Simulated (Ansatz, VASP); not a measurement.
TiO in VASP and in Ansatz

```xyz
2
Lattice="2.8036 0.0000 0.0000 -1.4018 2.4280 0.0000 0.0000 0.0000 2.8186" Properties=species:S:1:pos:R:3 pbc="T T T"
Ti    1.4018    0.8093    0.0000
O     0.0000    0.0000    1.4093
```

Alike in both runs: task single point; functional r2SCAN; k mesh 30 × 30 × 24; occupations gaussian, width 0.15 eV; no spin polarisation.

```csv
,VASP,Ansatz
version,VASP 6.6.1,Ansatz 0.2.0
potentials or method,"VASP PAW PBE potentials, release 64 (Ti_sv, O), cutoff 520 eV","scalar-relativistic, plane waves, PAW"
valence electrons in the cell,18,18
```

```csv
,VASP,Ansatz,Ansatz less VASP
gap on the k mesh at the Fermi level (eV),none,none,-
pressure (GPa),1.8,0.0,-1.83
"traceless stress, the component that is largest in VASP (GPa)",0.39,-0.02,-0.406
```

VASP's potentials were made for PBE, not for r2SCAN. A gap of «none» marks a metal or a gap that the smearing closes. With one functional, cell and mesh, what is left measures potentials, basis and numerics.
